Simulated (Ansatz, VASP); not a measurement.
## ZnS in VASP and in Ansatz

```
Zn S
1.0
     0.00000    2.67826    2.67826
     2.67826    0.00000    2.67826
     2.67826    2.67826    0.00000
Zn S
1 1
Direct
  0.00000 0.00000 0.00000
  0.75000 0.75000 0.75000
```

Alike in both runs: task single point; functional PBEsol; k mesh 10 × 10 × 10; occupations gaussian, width 0.02 eV; no spin polarisation.

|  | VASP | Ansatz |
| --- | --- | --- |
| version | VASP 6.6.1 | Ansatz 0.2.0 |
| potentials or method | VASP PAW PBE potentials, release 64 (Zn, S), cutoff 520 eV | scalar-relativistic, plane waves, PAW |
| valence electrons in the cell | 18 | 18 |

```csv
,VASP,Ansatz,Ansatz less VASP
gap on the k mesh at the Fermi level (eV),2.09,2.09,-0.007
least direct gap on the mesh (eV),2.09,2.09,-0.007
pressure (GPa),0.2,0.0,-0.20
```

VASP's potentials were made for PBE, not for PBEsol.
